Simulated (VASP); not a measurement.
A run of VASP 6.6.1:

Contents of INCAR:

```
SYSTEM = Sb
PREC     = Accurate       ! precision mode
ENCUT    = 500            ! plane-wave cutoff, eV
EDIFF    = 1E-7           ! SCF threshold, eV
ISMEAR   = 1              ! smearing method
SIGMA    = 0.1            ! smearing width, eV
LREAL    = .False.        ! projectors in reciprocal space
LASPH    = .True.         ! aspherical terms in the spheres
NELM     = 120            ! most SCF steps
ALGO     = Normal         ! electronic algorithm
ISIF     = 3              ! what is computed and relaxed
LWAVE    = .False.        ! write WAVECAR
LCHARG   = .False.        ! write CHGCAR
GGA      = PE             ! functional
IBRION   = 2              ! ionic algorithm
NSW      = 80             ! ionic steps
EDIFFG   = -0.01          ! ionic threshold
PSTRESS  = 100.0        
GGA_COMPAT= .False.      
NELMIN   = 4
```

KPOINTS

```
Automatic mesh
0
Gamma
  10 10 10
  0 0 0
```

The input POSCAR:

```
Sb
1.0
    0.0000000000      2.3050000000      2.3050000000
    2.3050000000      0.0000000000      2.3050000000
    2.3050000000      2.3050000000      0.0000000000
Sb
1
Direct
    0.0000000000      0.0000000000      0.0000000000
```

Potentials or basis: VASP PAW PBE potentials, release 64 (Sb).

Launch:

```console
$ cat potpaw_PBE.64/Sb/POTCAR > POTCAR
$ mpirun -np 1 vasp_std > vasp.out
```

Hardware: 1 thread of AMD EPYC 7R13 Processor (Zen 3), on a shared host.

Task: Estimate the wall time of this run.

Result: Run time: 9 s on 1 thread of AMD EPYC 7R13 Processor (Zen 3), with other jobs on the host, peak memory 0.11 GiB. Counts: scf iterations 22, k points 47, ion steps 3.
